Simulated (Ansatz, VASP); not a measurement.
# One calculation of P, two programs

The input INCAR:

```
ALGO = Fast
EDIFF = 1E-6
ENCUT = 520
GGA = PE
ISIF = 2
ISMEAR = -1
LASPH = T
LCHARG = T
LELF = T
LREAL = F
LVHAR = T
LWAVE = F
NBANDS = 12
NELM = 60
PREC = Accurate
SIGMA = 0.3
```

KPOINTS

```
k-points
0
Gamma
  18 18 10
```

POSCAR

```
P
1.0
    2.4246941115      0.0000000000      0.0000000000
    0.0000000000      2.4385351442      0.0000000000
   -0.0203144631      0.0000000000      4.8524328982
P
2
Direct
    0.9999999700      0.0000000000      0.2505746400
    0.0000000300      0.0000000000      0.7494253600
```

Input for Ansatz:

```yaml
crystal:
  lattice:
    - [2.4246941115, 0.0, 0.0]
    - [0.0, 2.4385351442, 0.0]
    - [-0.0203144631, 0.0, 4.8524328982]
  atoms:
    - { symbol: P, position: [0.99999997, 0.0, 0.25057464] }
    - { symbol: P, position: [3.0e-08, 0.0, 0.74942536] }
basis:
  ecutwfc: 420
kpoints:
  mp_grid: { grid: [18, 18, 10] }
hamiltonian:
  xc: pbe
scf:
  occupations: { method: fermi_dirac, width: 0.3 }
output:
  forces: true
  stress: true
  eigenvalues: true
```

Alike in both runs: task single point; functional PBE; k mesh 18 × 18 × 10; occupations fermi-dirac, width 0.3 eV; no spin polarisation.

|  | VASP | Ansatz |
| --- | --- | --- |
| version | VASP 6.6.1 | Ansatz 0.2.0 |
| potentials or method | VASP PAW PBE potentials, release 64 (P), cutoff 520 eV | scalar-relativistic, plane waves, PAW |
| valence electrons in the cell | 10 | 10 |

|  | VASP | Ansatz | Ansatz less VASP |
| --- | --- | --- | --- |
| gap on the k mesh at the Fermi level (eV) | none | none | - |
| pressure (GPa) | 2.7 | 3.0 | +0.30 |
| traceless stress, the component that is largest in VASP (GPa) | 0.64 | 0.64 | +0.004 |
| rms of the force components (eV/Å) | 0.007 | 0.007 | +0.0007 |

Atom by atom the forces differ by 0.001 eV/Å (rms over components). A gap of «none» marks a metal or a gap that the smearing closes. The functional is the same, so the differences come from potentials, cutoffs and numerics.
